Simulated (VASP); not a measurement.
# SiC (P6_3mc) in VASP: a series of runs

Runs on SiC. Level: PBE. Tasks: single point.

All numbers are computed with VASP 6.6.1; they aren't measurements. Logs are shortened: lines on timing, memory, paths and dates and some standing lists are left out, and cuts for length are marked.

### Step 1. The cell of the first run

Symmetry: P6_3mc, No. 186, hexagonal system. Conventional cell: a = 3.076 Å, b = 3.076 Å, c = 10.071 Å, α = 90.00°, β = 90.00°, γ = 120.00°. Within 2.5 Å of Si (site symmetry 3m) lie 4 C at 1.88 to 1.89 Å. Within 2.5 Å of Si (site symmetry 3m) lie 4 C at 1.88 to 1.89 Å. C (site symmetry 3m) has 4 Si at 1.88 to 1.89 Å within 2.5 Å. C (site symmetry 3m) has 4 Si at 1.88 to 1.89 Å within 2.5 Å.

### Step 2. Single point, PBE

The input, INCAR:

```
SYSTEM = SiC
  PREC = Accurate
  ENCUT = 600
  EDIFF = 1E-6
  ISMEAR = 0
  SIGMA = 0.1
  LREAL = .False.
  LASPH = .True.
  NELM = 120
  ALGO = Normal
  ISIF = 2
  LWAVE = .False.
  LCHARG = .True.
  GGA = PE
  LELF = .True.
  LVHAR = .True.
  NBANDS = 26
  GGA_COMPAT = .False.
```

The input, KPOINTS:

```
Automatic mesh
0
Gamma
  6 6 2
  0 0 0
```

The input, POSCAR:

```
SiC
1.0
    3.0756941497      0.0000000000      0.0000000000
   -1.5378470748      2.6636292679      0.0000000000
    0.0000000000      0.0000000000     10.0706464800
Si C
4 4
Direct
    0.6666666700      0.3333333300      0.9378419800
    0.3333333300      0.6666666700      0.4378419800
    0.0000000000      0.0000000000      0.6878943800
    0.0000000000      0.0000000000      0.1878943800
    0.6666666700      0.3333333300      0.7498025900
    0.3333333300      0.6666666700      0.2498025900
    0.0000000000      0.0000000000      0.5004600500
    0.0000000000      0.0000000000      0.0004600500
```

Potentials or basis: VASP PAW PBE potentials, release 64 (Si, C).

Started as:

```bash
$ cat potpaw_PBE.64/Si/POTCAR potpaw_PBE.64/C/POTCAR > POTCAR
$ mpirun -np 1 vasp_std > vasp.out
```

OUTCAR:

```text
SYSTEM = SiC
   PREC = Accurate
   ENCUT = 600
   EDIFF = 1E-6
   ISMEAR = 0
   LREAL = .False.
   LASPH = .True.
   NELM = 120
   ISIF = 2
   GGA = PE

 ion  position               nearest neighbor table
   1  0.667  0.333  0.938-   8 1.88   8 1.88   8 1.88   5 1.89   3 3.08   3 3.08   3 3.08   4 3.08
                             4 3.08   4 3.08
   2  0.333  0.667  0.438-   7 1.88   7 1.88   7 1.88   6 1.89   4 3.08   4 3.08   4 3.08   3 3.08
                             3 3.08   3 3.08
   3  0.000  0.000  0.688-   5 1.88   5 1.88   5 1.88   7 1.89   1 3.08   1 3.08   1 3.08   2 3.08
                             2 3.08   2 3.08
   4  0.000  0.000  0.188-   6 1.88   6 1.88   6 1.88   8 1.89   2 3.08   2 3.08   2 3.08   1 3.08
                             1 3.08   1 3.08
   5  0.667  0.333  0.750-   3 1.88   3 1.88   3 1.88   1 1.89
   6  0.333  0.667  0.250-   4 1.88   4 1.88   4 1.88   2 1.89
   7  0.000  0.000  0.500-   2 1.88   2 1.88   2 1.88   3 1.89
   8  0.000  0.000  0.000-   1 1.88   1 1.88   1 1.88   4 1.89

  LATTYP: Found a hexagonal cell.
 ALAT       =     3.0756941497
 C/A-ratio  =     3.2742678530

  Lattice vectors:

 A1 = (   3.0756941497,   0.0000000000,   0.0000000000)
 A2 = (  -1.5378470748,   2.6636292679,   0.0000000000)
 A3 = (   0.0000000000,   0.0000000000,  10.0706464800)

Analysis of symmetry for initial positions (statically):
=====================================================================
 Subroutine PRICEL returns:
 Original cell was already a primitive cell.

 Routine SETGRP: Setting up the symmetry group for a
 hexagonal supercell.

 Subroutine GETGRP returns: Found 12 space group operations
 (whereof  6 operations were pure point group operations)
 out of a pool of 24 trial point group operations.

The static configuration has the point symmetry C_3v.
 The point group associated with its full space group is C_6v.

Analysis of symmetry for dynamics (positions and initial velocities):
=====================================================================
 Subroutine PRICEL returns:
 Original cell was already a primitive cell.

 Routine SETGRP: Setting up the symmetry group for a
 hexagonal supercell.

 Subroutine GETGRP returns: Found 12 space group operations
 (whereof  6 operations were pure point group operations)
 out of a pool of 24 trial point group operations.

[... 105 lines left out ...]
   NSW    =      0    number of steps for IOM
   IBRION =     -1    ionic relax: 0-MD 1-quasi-New 2-CG
   NFREE  =      0    steps in history (QN), initial steepest desc. (CG)
   ISIF   =      2    stress and relaxation
   ISYM   =      2    0-nonsym 1-usesym 2-fastsym
   POTIM  = 0.5000    time-step for ionic-motion
   TEBEG  =    0.0;   TEEND  =   0.0 temperature during run
   PSTRESS=    0.0 pullay stress
   NELECT =      32.0000    total number of electrons
   NUPDOWN=      -1.0000    fix difference up-down
   EMIN   =  10.00;   EMAX   =-10.00  energy-range for DOS
   EFERMI =   0.00;   METHOD = LEGACY
   ISMEAR =     0;   SIGMA  =   0.10  broadening in eV -4-tet -1-fermi 0-gaus
   EFERMI_NEDOS =   21; number of points for ismear=-14 and -15
   IALGO  =     38    algorithm
   IMIX   =      4    mixing-type and parameters
     AMIX     =   0.40;   BMIX     =  1.00
     AMIX_MAG =   1.60;   BMIX_MAG =  1.00
  volume/ion in A,a.u.               =      10.31        69.60
  Fermi-wavevector in a.u.,A,eV,Ry     =   1.193897  2.256138 19.393597  1.425389
  Thomas-Fermi vector in A             =   2.329900
   LORBIT       =      0    0 simple, 1 ext, 2 COOP (PROOUT), +10 PAW based schemes
   GGA     = PE    functional components
   LHFCALC =     F    Hartree Fock is set to
   AEXX    =    0.0000 exact exchange contribution
   IVDW    =     0    specifies the selected vdW correction
   LEPSILON=     F    determine dielectric tensor
   LRPA    =     F    only Hartree local field effects (RPA)
 non-spin polarized calculation
 Gauss-broadening in eV      SIGMA  =   0.10
  energy-cutoff  :      600.00
  volume of cell :       82.50
 maximum number of plane-waves:      2790
 NGX is ok and might be reduce to    28
   NGX = 13   NGY = 13   NGZ = 41

 number of electron      32.0000001 magnetization

 Free energy of the ion-electron system (eV)
  ---------------------------------------------------
  ext. energy  EPLUGINS =         0.00000000
  ---------------------------------------------------
  free energy    TOTEN  =       -60.21467888 eV

  energy without entropy =      -60.21467888  energy(sigma->0) =      -60.21467888

 E-fermi :   8.6440     XC(G=0): -11.3661

 val. band max:        8.2140920307   @ k =   0.0000   0.0000   0.0000
 cond. band min:      10.4372303773   @ k =   0.5000   0.0000   0.0000
 fundamental gap:      2.2231383466
 Fermi energy:         8.6440312938

 k-point     1 :       0.0000    0.0000    0.0000
  band No.  band energies     occupation
      1      -7.2937      2.00000
      2      -6.1138      2.00000
      3      -6.0771      2.00000
      4      -3.7165      2.00000
      5      -0.4157      2.00000
      6       3.8255      2.00000
[... 395 lines left out ...]
     25      18.5138      0.00000
     26      18.5962      0.00000

------------------------ aborting loop because EDIFF is reached ----------------------------------------

  FORCE on cell =-STRESS in cart. coord.  units (eV):
  Direction    XX          YY          ZZ          XY          YZ          ZX
  --------------------------------------------------------------------------------------
  -------------------------------------------------------------------------------------
  Total        1.9687930      1.9687930      1.8328933      0.0000000      0.0000000     -0.0000000
  in kB       38.2328229     38.2328229     35.5937288      0.0000000      0.0000000     -0.0000000
  external PRESSURE =      37.3531249 kB  Pullay stress =       0.0000000 kB

 VOLUME and BASIS-vectors are now :
 -----------------------------------------------------------------------------
  energy-cutoff  :      600.00
  volume of cell :       82.50
      direct lattice vectors                 reciprocal lattice vectors
     3.075694150  0.000000000  0.000000000     0.325129857  0.187713811  0.000000000
    -1.537847075  2.663629268  0.000000000     0.000000000  0.375427621  0.000000000
     0.000000000  0.000000000 10.070646480     0.000000000  0.000000000  0.099298491

 POSITION                                       TOTAL-FORCE (eV/Angst)
 -----------------------------------------------------------------------------------
      1.53785      0.88788      9.44468         0.000000      0.000000      0.001590
     -0.00000      1.77575      4.40935        -0.000000     -0.000000      0.001590
      0.00000      0.00000      6.92754        -0.000000     -0.000000      0.005774
      0.00000      0.00000      1.89222        -0.000000      0.000000      0.005774
      1.53785      0.88788      7.55100         0.000000     -0.000000     -0.001444
     -0.00000      1.77575      2.51567         0.000000      0.000000     -0.001444
      0.00000      0.00000      5.03996         0.000000     -0.000000     -0.005920
      0.00000      0.00000      0.00463        -0.000000      0.000000     -0.005920
 -----------------------------------------------------------------------------------
    total drift:                                0.000000      0.000000      0.000081

  FREE ENERGIE OF THE ION-ELECTRON SYSTEM (eV)
  ---------------------------------------------------
  free  energy   TOTEN  =       -60.2146788764 eV

  energy  without entropy=      -60.2146788764  energy(sigma->0) =      -60.21467888
```

Wall time 29 s (1 thread of Intel Xeon Platinum 8375C at 2.90GHz (Ice Lake), shared host); peak memory 0.23 GiB.

What came out:

- Free energy: -60.2147 eV
- Pressure: 3.7 GPa
- Largest force: 0.006 eV/Å
- Band gap on the k mesh: 2.22 eV, indirect (least direct gap 3.35 eV)

Forces in eV/Å, atoms in the order of the input:
```
Si   0.000  0.000  0.002
Si   0.000  0.000  0.002
Si   0.000  0.000  0.006
Si   0.000  0.000  0.006
C    0.000  0.000 -0.001
C    0.000  0.000 -0.001
C    0.000  0.000 -0.006
C    0.000  0.000 -0.006
```

Levels at points of the mesh, in eV from the valence-band top:
| k point | band 14 | band 15 | band 16 | band 17 | band 18 | band 19 |
| --- | --- | --- | --- | --- | --- | --- |
| (0.00, 0.00, 0.00) | -0.05 | 0.00 | 0.00 | 5.11 | 5.69 | 6.32 |
| (0.50, 0.00, 0.00) | -2.22 | -1.58 | -1.12 | 2.22 | 2.35 | 4.23 |
| (0.00, 0.00, 0.50) | -0.21 | -0.21 | -0.21 | 5.32 | 5.32 | 6.79 |
| (0.50, 0.00, 0.50) | -2.50 | -1.55 | -1.55 | 2.64 | 2.64 | 4.22 |

A k mesh can miss the band edges.

### Step 3. Single point, PBE

This run uses another cell than the first one, of 10.50 Å³/atom, 1.018 times its volume.

The input, INCAR:

```
SYSTEM = SiC
  PREC = Accurate
  ENCUT = 600
  EDIFF = 1E-6
  ISMEAR = 0
  SIGMA = 0.02
  LREAL = .False.
  LASPH = .True.
  NELM = 120
  ALGO = Normal
  ISIF = 2
  LWAVE = .False.
  LCHARG = .False.
  GGA = PE
  NBANDS = 26
  GGA_COMPAT = .False.
```

The input, KPOINTS:

```
Automatic mesh
0
Gamma
  12 12 4
  0 0 0
```

The input, POSCAR:

```
SiC
1.0
    3.0940652517      0.0000000000      0.0000000000
   -1.5470326258      2.6795391090      0.0000000000
    0.0000000000      0.0000000000     10.1291708101
Si C
4 4
Direct
    0.6666666667      0.3333333333      0.9378436843
    0.3333333333      0.6666666667      0.4378436843
    0.0000000000      0.0000000000      0.6878989045
    0.0000000000      0.0000000000      0.1878989045
    0.6666666667      0.3333333333      0.7498087506
    0.3333333333      0.6666666667      0.2498087506
    0.0000000000      0.0000000000      0.5004476606
    0.0000000000      0.0000000000      0.0004476606
```

Potentials or basis: VASP PAW PBE potentials, release 64 (Si, C).

Started as:

```bash
$ cat potpaw_PBE.64/Si/POTCAR potpaw_PBE.64/C/POTCAR > POTCAR
$ mpirun -np 1 vasp_std > vasp.out
```

Wall time 1.9 min (1 thread of Intel Xeon Platinum 8375C at 2.90GHz (Ice Lake), shared host); peak memory 0.3 GiB.

The run converged. Its results:

```yaml
Free_energy: -60.2545 eV
Pressure: -0.2 GPa
Band_gap_on_the_k_mesh: 2.22 eV, indirect (least direct gap 3.34 eV)
```

Levels at points of the mesh, in eV from the valence-band top:
| k point | band 14 | band 15 | band 16 | band 17 | band 18 | band 19 |
| --- | --- | --- | --- | --- | --- | --- |
| (0.00, 0.00, 0.00) | -0.05 | 0.00 | 0.00 | 4.96 | 5.54 | 6.12 |
| (0.50, 0.00, 0.00) | -2.20 | -1.56 | -1.12 | 2.22 | 2.34 | 4.18 |
| (0.00, 0.00, 0.50) | -0.21 | -0.21 | -0.21 | 5.17 | 5.17 | 6.61 |
| (0.50, 0.00, 0.50) | -2.48 | -1.54 | -1.54 | 2.63 | 2.63 | 4.17 |
